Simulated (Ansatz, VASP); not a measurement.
KMgF3: VASP beside Ansatz

```
K Mg F
1.0
     3.98590    0.00000    0.00000
     0.00000    3.98590    0.00000
     0.00000    0.00000    3.98590
K Mg F
1 1 3
Cartesian
  1.9929 1.9929 1.9929
  0.0000 0.0000 0.0000
  0.0000 0.0000 1.9929
  0.0000 1.9929 0.0000
  1.9929 0.0000 0.0000
```

Alike in both runs: functional r2SCAN; k mesh 7 × 7 × 7; occupations fermi-dirac, width 0.05 eV; no spin polarisation.

|  | VASP | Ansatz |
| --- | --- | --- |
| version | VASP 6.6.1 | Ansatz 0.2.0 |
| potentials or method | VASP PAW PBE potentials, release 64 (K_sv, Mg, F) | Ansatz PAW |
| plane-wave cutoff (eV) | 520 | 500 |
| valence electrons in the cell | 32 | 40 |
| task | single point | projected density of states |

VASP gave:

- gap on the k mesh at the Fermi level (eV): 8.28
- least direct gap on the mesh (eV): 8.57
- pressure (GPa): -0.9

Problem. Estimate Ansatz's values.

Solution. gap on the k mesh at the Fermi level (eV): 8.30; least direct gap on the mesh (eV): 8.58; pressure (GPa): -0.3.

VASP's potentials were made for PBE, not for r2SCAN. With one functional, cell and mesh, what is left measures potentials, basis and numerics. VASP's potentials hold 32 valence electrons a cell and Ansatz's 40, so a difference there can come from the potentials and not from the codes.

Noted on Ansatz's run: odd divisions of the mesh miss points on the zone boundary, where band edges often lie, so the gap on the mesh can be too wide.
